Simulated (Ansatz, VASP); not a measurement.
Two plane-wave programs on CdSe

Contents of POSCAR:

```
CdSe
1.0
    0.0000000000      2.8739580000      2.8739580000
    2.8739580000      0.0000000000      2.8739580000
    2.8739580000      2.8739580000      0.0000000000
Cd Se
1 1
Direct
    0.0000000000      0.0000000000      0.0000000000
    0.5000000000      0.5000000000      0.5000000000
```

INCAR.step1

```
SYSTEM = CdSe
PREC = Accurate
ENCUT = 600
EDIFF = 1E-5
ISMEAR = -1
SIGMA = 0.05
LREAL = .False.
LASPH = .True.
NELM = 60
ALGO = Normal
LWAVE = .True.
LCHARG = .False.
GGA = PE
NBANDS = 16
```

File INCAR.step2:

```
SYSTEM = CdSe
PREC = Accurate
ENCUT = 600
EDIFF = 1E-6
ISMEAR = -1
SIGMA = 0.05
LREAL = .False.
LASPH = .True.
NELM = 60
ALGO = Normal
ISIF = 3
LWAVE = .False.
LCHARG = .False.
GGA = PE
LHFCALC = .True.
AEXX = 0.25
HFSCREEN = 0.3
PRECFOCK = Normal
IBRION = 2
NSW = 60
EDIFFG = -0.01
ISTART = 1
```

KPOINTS

```
regular mesh
0
Gamma
  4 4 4
  0 0 0
```

The input input:

```
crystal:
  lattice:
    - [0.0, 2.873958, 2.873958]
    - [2.873958, 0.0, 2.873958]
    - [2.873958, 2.873958, 0.0]
  atoms:
    - { symbol: Cd, position: [0.0, 0.0, 0.0] }
    - { symbol: Se, position: [0.5, 0.5, 0.5] }
hamiltonian:
  xc: { exchange: pbe, correlation: pbe, exx: { coeff: 0.25, omega: 0.3 } }
  pseudopotentials: { kind: paw }
kpoints:
  mp_grid: { grid: [4, 4, 4] }
scf:
  occupations: { method: fermi_dirac, width: 0.05 }
output:
  forces: true
  stress: true
  eigenvalues: true
relax:
  f_tol: 0.01
  max_steps: 40
  cell: { stress_tol: 0.05 }
```

Alike in both runs: task relaxation of cell and atoms; functional PBE-based screened hybrid with a share of 0.25 of exact exchange and HFSCREEN = 0.3; k mesh 4 × 4 × 4; occupations fermi-dirac, width 0.05 eV; no spin polarisation.

```csv
,VASP,Ansatz
version,VASP 6.6.1,Ansatz 0.2.0
potentials or method,"VASP PAW PBE potentials, release 64 (Cd, Se)",Ansatz PAW
plane-wave cutoff (eV),600,420
valence electrons in the cell,18,36
```

|  | VASP | Ansatz | Ansatz less VASP |
| --- | --- | --- | --- |
| relaxed volume (Å³/atom) | 23.29 | 23.24 | -0.051 |
| relaxed length of the cell vector where the two differ most in proportion (Å) | 4.039 | 4.036 | -0.0029 |

VASP's potentials were made for PBE, not for PBE-based screened hybrid. VASP's potentials hold 18 valence electrons a cell and Ansatz's 36, so a difference there can come from the potentials and not from the codes.

The k mesh is coarse, so the values compare programs but aren't converged. Noted on Ansatz's run: the plane-wave basis is chosen anew once the cell has moved, so the energies of steps on either side of that aren't comparable.
